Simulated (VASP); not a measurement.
# Zn2W (P6_3/mmc) in VASP: further runs, part 2 of 2

VASP 6.6.1. Earlier steps stand in the parts before.

## Step 4: Relaxation of cell and atoms, r2SCAN

Input file POSCAR:

```
Zn2W
1.0
    2.9095420170      0.0000000000      0.0000000000
   -1.4547710085      2.5197373001      0.0000000000
    0.0000000000      0.0000000000     11.3169253319
Zn W
4 2
Direct
    0.3333333333      0.6666666667      0.6275000000
    0.6666666667      0.3333333333      0.1275000000
    0.3333333333      0.6666666667      0.8725000000
    0.6666666667      0.3333333333      0.3725000000
    0.3333333333      0.6666666667      0.2500000000
    0.6666666667      0.3333333333      0.7500000000
```

Input file INCAR.step1:

```
SYSTEM = Zn2W
ALGO = Normal
EDIFF = 1E-4
ENCUT = 600
GGA = PE
ISMEAR = 0
LASPH = .True.
LCHARG = .False.
LREAL = .False.
LWAVE = .True.
NELM = 60
PREC = Accurate
SIGMA = 0.1
```

Input file INCAR.step2:

```
SYSTEM = Zn2W
ALGO = Normal
EDIFF = 1E-6
EDIFFG = -0.04
ENCUT = 600
IBRION = 2
ISIF = 3
ISMEAR = 0
ISTART = 1
LASPH = .True.
LCHARG = .False.
LMIXTAU = .True.
LREAL = .False.
LWAVE = .False.
METAGGA = R2SCAN
NELM = 60
NSW = 90
PREC = Accurate
SIGMA = 0.1
```

Input file KPOINTS:

```
k-points
0
Gamma
  6 6 2
  0 0 0
```

Potentials or basis: VASP PAW PBE potentials, release 64 (Zn, W_sv).

Run with:

```sh
> cat potpaw_PBE.64/Zn/POTCAR potpaw_PBE.64/W_sv/POTCAR > POTCAR
> cp INCAR.step1 INCAR
> mpirun -np 1 vasp_std > vasp.out
> cp INCAR.step2 INCAR
> mpirun -np 1 vasp_std > vasp.out
```

OUTCAR:

```text
SYSTEM = Zn2W
   EDIFF = 1E-6
   EDIFFG = -0.04
   ENCUT = 600
   IBRION = 2
   ISIF = 3
   ISMEAR = 0
   ISTART = 1
   LASPH = .True.
   LREAL = .False.
   METAGGA = R2SCAN
   NELM = 60
   NSW = 90
   PREC = Accurate

 ion  position               nearest neighbor table
   1  0.333  0.667  0.627-   6 2.18   6 2.18   6 2.18   3 2.77
   2  0.667  0.333  0.127-   5 2.18   5 2.18   5 2.18   4 2.77
   3  0.333  0.667  0.873-   6 2.18   6 2.18   6 2.18   1 2.77
   4  0.667  0.333  0.373-   5 2.18   5 2.18   5 2.18   2 2.77
   5  0.333  0.667  0.250-   2 2.18   4 2.18   2 2.18   4 2.18   2 2.18   4 2.18
   6  0.667  0.333  0.750-   1 2.18   3 2.18   1 2.18   3 2.18   1 2.18   3 2.18

  LATTYP: Found a hexagonal cell.
 ALAT       =     2.9095420170
 C/A-ratio  =     3.8895899306

  Lattice vectors:

 A1 = (   2.9095420170,   0.0000000000,   0.0000000000)
 A2 = (  -1.4547710085,   2.5197373001,   0.0000000000)
 A3 = (   0.0000000000,   0.0000000000,  11.3169253319)

Analysis of symmetry for initial positions (statically):
=====================================================================
 Subroutine PRICEL returns:
 Original cell was already a primitive cell.

 Routine SETGRP: Setting up the symmetry group for a
 hexagonal supercell.

 Subroutine GETGRP returns: Found 24 space group operations
 (whereof 12 operations were pure point group operations)
 out of a pool of 24 trial point group operations.

The static configuration has the point symmetry D_3d.
 The point group associated with its full space group is D_6h.

Analysis of symmetry for dynamics (positions and initial velocities):
=====================================================================
 Subroutine PRICEL returns:
 Original cell was already a primitive cell.

 Routine SETGRP: Setting up the symmetry group for a
 hexagonal supercell.

 Subroutine GETGRP returns: Found 24 space group operations
 (whereof 12 operations were pure point group operations)
 out of a pool of 24 trial point group operations.

[... 110 lines left out ...]
   NUPDOWN=      -1.0000    fix difference up-down
   EMIN   =  10.00;   EMAX   =-10.00  energy-range for DOS
   EFERMI =   0.00;   METHOD = LEGACY
   ISMEAR =     0;   SIGMA  =   0.10  broadening in eV -4-tet -1-fermi 0-gaus
   EFERMI_NEDOS =   21; number of points for ismear=-14 and -15
   IALGO  =     38    algorithm
   IMIX   =      4    mixing-type and parameters
     AMIX     =   0.40;   BMIX     =  1.00
     AMIX_MAG =   1.60;   BMIX_MAG =  1.00
  volume/ion in A,a.u.               =      13.83        93.32
  Fermi-wavevector in a.u.,A,eV,Ry     =   1.589925  3.004522 34.393634  2.527861
  Thomas-Fermi vector in A             =   2.688699
   LORBIT       =      0    0 simple, 1 ext, 2 COOP (PROOUT), +10 PAW based schemes
   METAGGA = R2SCAN    functional components
   LHFCALC =     F    Hartree Fock is set to
   AEXX    =    0.0000 exact exchange contribution
   IVDW    =     0    specifies the selected vdW correction
   LEPSILON=     F    determine dielectric tensor
   LRPA    =     F    only Hartree local field effects (RPA)
 conjugate gradient relaxation of ions
 non-spin polarized calculation
 Gauss-broadening in eV      SIGMA  =   0.10
  energy-cutoff  :      600.00
  volume of cell :       82.97
 maximum number of plane-waves:      2788
 NGX is ok and might be reduce to    24
   NGX = 11   NGY = 11   NGZ = 45

--------------------------------------- Ionic step        1  -------------------------------------------

 number of electron      76.0000045 magnetization

 Free energy of the ion-electron system (eV)
  ---------------------------------------------------
  ext. energy  EPLUGINS =         0.00000000
  ---------------------------------------------------
  free energy    TOTEN  =      -121.37176910 eV

  energy without entropy =     -121.34060144  energy(sigma->0) =     -121.35618527

------------------------ aborting loop because EDIFF is reached ----------------------------------------

  FORCE on cell =-STRESS in cart. coord.  units (eV):
  Direction    XX          YY          ZZ          XY          YZ          ZX
  --------------------------------------------------------------------------------------
  -------------------------------------------------------------------------------------
  Total       46.0196103     46.0196103     65.8050769      0.0000000      0.0000000      0.0000000
  in kB      888.6795164    888.6795164   1270.7544376      0.0000000      0.0000000      0.0000000
  external PRESSURE =    1016.0378234 kB  Pullay stress =       0.0000000 kB
[... 2141 lines left out ...]
     44       6.6678      0.00000
     45       7.5399      0.00000

[... ionic steps 4 to 15 ...]

--------------------------------------- Ionic step       16  -------------------------------------------

 number of electron      76.0000017 magnetization

------------------------ aborting loop because EDIFF is reached ----------------------------------------
[... 75 lines left out ...]
--------------------------------------- Ionic step       18  -------------------------------------------

 number of electron      76.0000002 magnetization

 Free energy of the ion-electron system (eV)
  ---------------------------------------------------
  ext. energy  EPLUGINS =         0.00000000
  ---------------------------------------------------
  free energy    TOTEN  =      -137.02527720 eV

  energy without entropy =     -137.01881150  energy(sigma->0) =     -137.02204435

 E-fermi :   5.9071     XC(G=0): -13.7022

 val. band max:        5.8904369331   @ k =   0.3333   0.3333   0.5000
 cond. band min:       6.0146111626   @ k =   0.3333   0.3333   0.0000
 fundamental gap:      0.1241742295
 Fermi energy:         5.9070782746
[... 703 lines left out ...]
  FREE ENERGIE OF THE ION-ELECTRON SYSTEM (eV)
  ---------------------------------------------------
  free  energy   TOTEN  =      -137.0252772042 eV

  energy  without entropy=     -137.0188115036  energy(sigma->0) =     -137.02204435

 reached required accuracy - stopping structural energy minimisation
```

OUTCAR.step1:

```text
SYSTEM = Zn2W
   EDIFF = 1E-4
   ENCUT = 600
   GGA = PE
   ISMEAR = 0
   LASPH = .True.
   LREAL = .False.
   NELM = 60
[... 897 lines left out ...]
      1.45477      0.83991      4.21555         0.000000      0.000000     12.864867
     -0.00000      1.67982      2.82923        -0.000000      0.000000      0.000000
      1.45477      0.83991      8.48769         0.000000     -0.000000      0.000000
 -----------------------------------------------------------------------------------
    total drift:                               -0.000000      0.000000     -0.000000

  FREE ENERGIE OF THE ION-ELECTRON SYSTEM (eV)
  ---------------------------------------------------
  free  energy   TOTEN  =       -13.0196586678 eV

  energy  without entropy=      -12.9861227894  energy(sigma->0) =      -13.00289073
```

OSZICAR.step1:

```text
N       E                     dE             d eps       ncg     rms          rms(c)
DAV:   1     0.854200687335E+03    0.85420E+03   -0.43525E+04  1316   0.284E+03
DAV:   2     0.669886213541E+02   -0.78721E+03   -0.77051E+03  1260   0.656E+02
DAV:   3    -0.135682535901E+02   -0.80557E+02   -0.77717E+02  1363   0.198E+02
DAV:   4    -0.165806595344E+02   -0.30124E+01   -0.29734E+01  1356   0.371E+01
[... 12 lines left out ...]
DAV:  17    -0.130212481713E+02    0.14597E-02   -0.58546E-04  1293   0.287E-01    0.587E-01
DAV:  18    -0.130202728530E+02    0.97532E-03   -0.85263E-04  1493   0.309E-01    0.332E-01
DAV:  19    -0.130197854925E+02    0.48736E-03   -0.53539E-04  1301   0.226E-01    0.161E-01
DAV:  20    -0.130196614910E+02    0.12400E-03   -0.20912E-04   929   0.116E-01    0.786E-02
DAV:  21    -0.130196586678E+02    0.28232E-05   -0.72494E-05   630   0.585E-02
   1 F= -.13019659E+02 E0= -.13002891E+02  d E =-.335359E-01
```

Wall time 59 min (1 thread of AMD EPYC 9R45 (Zen 5), shared host); peak memory 0.24 GiB.

Results:

```yaml
Free_energy: -137.0253 eV
Relaxed_volume: 14.87 Å³/atom
Relaxed_cell: a = 2.794 Å, b = 2.794 Å, c = 13.199 Å, α = 90.00°, β = 90.00°, γ = 120.00°
Space_group_after_relaxing_to_0.1_Å: P6_3/mmc (No. 194)
Pressure_after_relaxing: 0.2 GPa
Largest_force_after_relaxing: 0.004 eV/Å
Band_gap_on_the_k_mesh: zero (bands 38 and 39 overlap by 0.31 eV)
```

Forces in eV/Å, atoms in the order of the input:
```
Zn   0.000  0.000 -0.004
Zn   0.000  0.000 -0.004
Zn   0.000  0.000  0.004
Zn   0.000  0.000  0.004
W    0.000  0.000  0.000
W    0.000  0.000  0.000
```

Final structure:
```
Zn W
1.0
     2.79370    0.00000    0.00000
    -1.39685    2.41942    0.00000
     0.00000    0.00000   13.19892
Zn W
4 2
Direct
  0.33333 0.66667 0.58064
  0.66667 0.33333 0.08064
  0.33333 0.66667 0.91936
  0.66667 0.33333 0.41936
  0.33333 0.66667 0.25000
  0.66667 0.33333 0.75000
```

Caveat: the k points lie up to 0.43 Å⁻¹ apart in the final cell; a cell axis changed by over 15 % at a fixed basis, so the end point is rough; the PAW data sets were made with another functional, which shifts forces and pressure a little; spin-orbit coupling is left out, which moves the levels of the heavy elements.

## Step 5: Summary

| task | cell | cutoff (eV) | gap on the mesh (eV) | pressure (GPa) | largest force (eV/Å) |
| --- | --- | --- | --- | --- | --- |
| single point | a = 2.910, b = 2.910, c = 11.317 Å, angles 90.0, 90.0, 120.0°, 6 atoms, atomic positions A | 520 | none | 101.7 | 12.56 |
| single point | a = 2.793, b = 2.793, c = 13.179 Å, angles 90.0, 90.0, 120.0°, 6 atoms, atomic positions B | 520 | none | 0.6 | 0.01 |
| relaxation of cell and atoms | relaxed from a = 2.910, b = 2.910, c = 11.317 Å, angles 90.0, 90.0, 120.0°, 6 atoms, atomic positions A | 600 | none | 0.2 | - |

Alike in all rows: level r2SCAN; potentials or basis VASP PAW PBE potentials, release 64 (Zn, W_sv); no spin polarisation; k mesh 6 × 6 × 2; smearing gaussian 0.1 eV.

Caveats: all runs use coarse meshes; the PAW data sets were made with another functional, which shifts forces and pressure a little; spin-orbit coupling is left out, which moves the levels of the heavy elements; a cell axis changed by over 15 % at a fixed basis, so the end point is rough (at least some runs).

Absolute energies hang on the potentials; compare differences alone.

The gap in the log of VASP goes by the Fermi energy; the results here count the filled bands.